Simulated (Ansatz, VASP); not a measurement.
**Si in VASP and in Ansatz**

Contents of INCAR:

```
ALGO     = Normal         # electronic algorithm
EDIFF    = 1E-6           # SCF threshold, eV
ENCUT    = 520            # plane-wave cutoff, eV
GGA      = PE             # functional
ISIF     = 2              # what is computed and relaxed
ISMEAR   = 0              # smearing method
LASPH    = True           # aspherical terms in the spheres
LCHARG   = False          # write CHGCAR
LREAL    = False          # projectors in reciprocal space
LWAVE    = False          # write WAVECAR
NBANDS   = 11             # bands
NELM     = 60             # most SCF steps
PREC     = Accurate       # precision mode
SIGMA    = 0.05           # smearing width, eV
```

Contents of KPOINTS:

```
k-points
0
Gamma
  10 10 10
```

The input POSCAR:

```
Si
1.0
    0.0000000000      2.8020461489      2.6053425093
    2.8020461489      0.0000000000      2.6053425093
    2.8020461489      2.8020461489      0.0000000000
Si
2
Direct
    0.5000000000      0.5000000000      0.5000000000
    0.7500000000      0.7500000000      0.7500000000
```

Input for Ansatz:

```yaml
crystal:
  lattice:
    - [0.0, 2.8020461759, 2.6053425343]
    - [2.8020461759, 0.0, 2.6053425343]
    - [2.8020461759, 2.8020461759, 0.0]
  atoms:
    - { symbol: Si, position: [0.5, 0.5, 0.5] }
    - { symbol: Si, position: [0.75, 0.75, 0.75] }
basis:
  ecutwfc: 420
kpoints:
  mp_grid: { grid: [10, 10, 10] }
hamiltonian:
  xc: pbe
scf:
  occupations: { method: gaussian, width: 0.05 }
output:
  forces: true
  stress: true
  eigenvalues: true
```

Alike in both runs: task single point; functional PBE; k mesh 10 × 10 × 10; occupations gaussian, width 0.05 eV; no spin polarisation.

|  | VASP | Ansatz |
| --- | --- | --- |
| version | VASP 6.6.1 | Ansatz 0.2.0 |
| potentials or method | VASP PAW PBE potentials, release 64 (Si), cutoff 520 eV | scalar-relativistic, plane waves, PAW |
| valence electrons in the cell | 8 | 8 |

```csv
,VASP,Ansatz,Ansatz less VASP
gap on the k mesh at the Fermi level (eV),none,none,-
pressure (GPa),-0.2,-0.1,+0.07
"traceless stress, the component that is largest in VASP (GPa)",4.05,4.04,-0.013
```

A gap of «none» marks a metal or a gap that the smearing closes.
